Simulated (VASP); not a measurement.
The system is Si2C.

```
Si C
1.0
     4.97703    0.00000    0.00000
     0.00000    4.97703    0.00000
     0.00000    0.00000    3.20571
Si C
4 2
Cartesian
  1.5230 1.5230 0.0000
  0.9655 4.0115 1.6029
  3.4541 3.4541 0.0000
  4.0115 0.9655 1.6029
  0.0000 0.0000 0.0000
  2.4885 2.4885 1.6029
```

- Program: VASP 6.6.1
- Task: relaxation of cell and atoms
- Functional: PBE
- Potentials or basis: VASP PAW PBE potentials, release 64 (Si, C)
- Cutoff: 600 eV
- k mesh: 4 × 4 × 6
- Occupations: gaussian, width 0.1 eV
- Spin: no spin polarisation

At the start: pressure -6.7 GPa; volume 13.23 Å³/atom.

Q: How do energy, volume and symmetry change on relaxing?

A: Over 10 steps the energy falls by 113.3 meV/atom and the volume is 12.17 Å³/atom (-8.0 %); space group P4_2/mnm (No. 136, to 0.05 Å).

The path:
```csv
step,energy change (eV),largest force (eV/Å),pressure (GPa),volume (Å³)
1,0.0000,0.5854,-6.66,79.41
2,-0.5730,0.1711,-0.18,73.14
3,-0.6380,0.0963,2.80,71.22
4,-0.6403,0.0858,3.58,70.77
5,-0.6563,0.2227,0.18,72.71
6,-0.6699,0.0924,1.49,71.90
7,-0.6758,0.0980,-0.45,73.06
8,-0.6760,0.0978,-0.15,72.87
9,-0.6778,0.0700,-0.08,72.92
10,-0.6798,0.0100,0.08,73.03
```

Final structure:
```yaml
crystal:
  lattice:
    - [5.02028, 0.00000, 0.00000]
    - [0.00000, 5.02028, 0.00000]
    - [0.00000, 0.00000, 2.89764]
  atoms:
    - { symbol: Si, position: [0.30240, 0.30240, 0.00000] }
    - { symbol: Si, position: [0.19760, 0.80240, 0.50000] }
    - { symbol: Si, position: [0.69760, 0.69760, 0.00000] }
    - { symbol: Si, position: [0.80240, 0.19760, 0.50000] }
    - { symbol: C, position: [0.00000, 0.00000, 0.00000] }
    - { symbol: C, position: [0.50000, 0.50000, 0.50000] }
```
